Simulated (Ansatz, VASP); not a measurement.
Hg: VASP beside Ansatz

```
Hg
1.0
     2.58577    0.00000    0.00000
     0.00000    2.58577    0.00000
     0.00000    0.00000    2.58577
Hg
1
Direct
  0.00000 0.00000 0.00000
```

Change from the starting cell: volume scaled by 0.58, LAPW.

Alike in both runs: task single point; functional PBE; k mesh 12 × 12 × 12; occupations fermi-dirac, width 0.08 eV; no spin polarisation.

|  | VASP | Ansatz |
| --- | --- | --- |
| version | VASP 6.6.1 | Ansatz 0.2.0 |
| potentials or method | VASP PAW PBE potentials, release 64 (Hg), cutoff 500 eV | all-electron LAPW, scalar-relativistic |

```tsv
	VASP	Ansatz	Ansatz less VASP
pressure (GPa)	69.3	66.1	-3.15
```

Both programs put the cell under a high pressure, so it lies far from rest at this level. Ansatz ran all-electron here, and VASP with PAW potentials.

Neither program's run includes spin-orbit coupling. Noted on VASP's run: the cell as given lies far from equilibrium.
